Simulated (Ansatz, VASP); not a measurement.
**One calculation of BP, two programs**

Contents of INCAR:

```
SYSTEM = BP
PREC = Accurate
ENCUT = 520
EDIFF = 1E-6
ISMEAR = 0
SIGMA = 0.01
LREAL = .False.
LASPH = .True.
NELM = 60
ALGO = Normal
ISIF = 2
LWAVE = .False.
LCHARG = .False.
GGA = PS
NBANDS = 11
```

File KPOINTS:

```
Automatic mesh
0
Gamma
  6 6 6
  0 0 0
```

Contents of POSCAR:

```
BP
1.0
    0.0000000000      2.3135014941      2.3135014941
    2.3135014941      0.0000000000      2.3135014941
    2.3135014941      2.3135014941      0.0000000000
B P
1 1
Direct
    0.0000000000      0.0000000000      0.0000000000
    0.2500000000      0.2500000000      0.2500000000
```

Input for Ansatz:

```yaml
crystal:
  lattice:
    - [0.0, 2.313501494076009, 2.313501494076009]
    - [2.313501494076009, 0.0, 2.313501494076009]
    - [2.313501494076009, 2.313501494076009, 0.0]
  atoms:
    - { symbol: B, position: [0.0, 0.0, 0.0] }
    - { symbol: P, position: [0.25, 0.25, 0.25] }
basis:
  ecutwfc: 489.804952427784
kpoints:
  mp_grid:
    grid: [6, 6, 6]
hamiltonian:
  xc: pbesol
  pseudopotentials:
    kind: paw
scf:
  max_iter: 80
  occupations:
    method: fixed
output:
  stress: true
```

Alike in both runs: task single point; functional PBEsol; k mesh 6 × 6 × 6; no spin polarisation.

|  | VASP | Ansatz |
| --- | --- | --- |
| version | VASP 6.6.1 | Ansatz 0.2.0 |
| potentials or method | VASP PAW PBE potentials, release 64 (B, P), cutoff 520 eV | plane waves, PAW |
| occupations | gaussian, width 0.01 eV | fixed |
| valence electrons in the cell | 8 | 8 |

VASP gave:

- pressure (GPa): -10.2

Q: Estimate Ansatz's values.

A: Pressure (GPa): -10.3.

VASP's potentials were made for PBE, not for PBEsol.
